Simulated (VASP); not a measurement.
**C: relaxation of cell and atoms with PBEsol**

C:

```xyz
2
Lattice="1.2299 0.7101 3.3353 -1.2299 0.7101 3.3353 0.0000 -1.4202 3.3353" Properties=species:S:1:pos:R:3 pbc="T T T"
C     0.0000    0.0000    1.6652
C     0.0000    0.0000    8.3407
```

```yaml
Program: VASP 6.6.1
Task: relaxation of cell and atoms
Functional: PBEsol
Potentials_or_basis: VASP PAW PBE potentials, release 64 (C)
Cutoff: 600 eV
k_mesh: 9 × 9 × 9
Occupations: gaussian, width 0.1 eV
Spin: no spin polarisation
Dipole_correction: no
Further_INCAR_settings: ALGO = Normal; EDIFF = 1e-06; IBRION = 2; EDIFFG = -0.04; NSW = 90; ISIF = 3
```

| Item | Value |
| --- | --- |
| Relaxed volume | 8.85 Å³/atom |
| Relaxed cell | a = 3.664 Å, b = 3.664 Å, c = 3.664 Å, α = 39.23°, β = 39.23°, γ = 39.23° |
| Space group after relaxing (to 0.05 Å) | R-3m (No. 166) |
| Energy gained by relaxing | 0.5 meV/atom |
| Ionic steps | 7 |
| Pressure after relaxing | 0.1 GPa |
| Largest force after relaxing | 0.016 eV/Å |
| Band gap on the k mesh | 0.64 eV, direct |

Forces in eV/Å, atoms in the order of the input:
```
C    0.000  0.000 -0.016
C    0.000  0.000  0.016
```

Stress tensor (GPa, compression positive):
```
-0.10  0.00  0.00
 0.00 -0.10  0.00
 0.00  0.00  0.52
```

Step by step:
| step | energy change (eV) | largest force (eV/Å) | pressure (GPa) | volume (Å³) |
| --- | --- | --- | --- | --- |
| 1 | 0.0000 | 0.0409 | 0.32 | 17.48 |
| 2 | -0.0002 | 0.0235 | 0.15 | 17.52 |
| 3 | -0.0002 | 0.0501 | 0.07 | 17.54 |
| 4 | -0.0003 | 0.0537 | 0.14 | 17.57 |
| 5 | -0.0005 | 0.0576 | 0.27 | 17.59 |
| 6 | -0.0006 | 0.0654 | 0.47 | 17.65 |
| 7 | -0.0009 | 0.0164 | 0.11 | 17.71 |

Final structure:
```yaml
crystal:
  lattice:
    - [1.23015, 0.71023, 3.37786]
    - [-1.23015, 0.71023, 3.37786]
    - [0.00000, -1.42045, 3.37786]
  atoms:
    - { symbol: C, position: [0.16660, 0.16660, 0.16660] }
    - { symbol: C, position: [0.83340, 0.83340, 0.83340] }
```

Levels at points of the mesh, in eV from the valence-band top:
```
           k point  band 1  band 2  band 3  band 4  band 5  band 6  band 7  band 8
(0.00, 0.00, 0.00)  -19.34   -6.32   -2.64   -2.64    4.29    8.70    8.70   11.77
```

Wall time 69 s on 1 thread of Intel Xeon 6975P-C (shared host), peak memory 0.16 GiB.

Caveat: the PAW data sets were made with another functional, which shifts forces and pressure a little. A k mesh can miss the band edges.
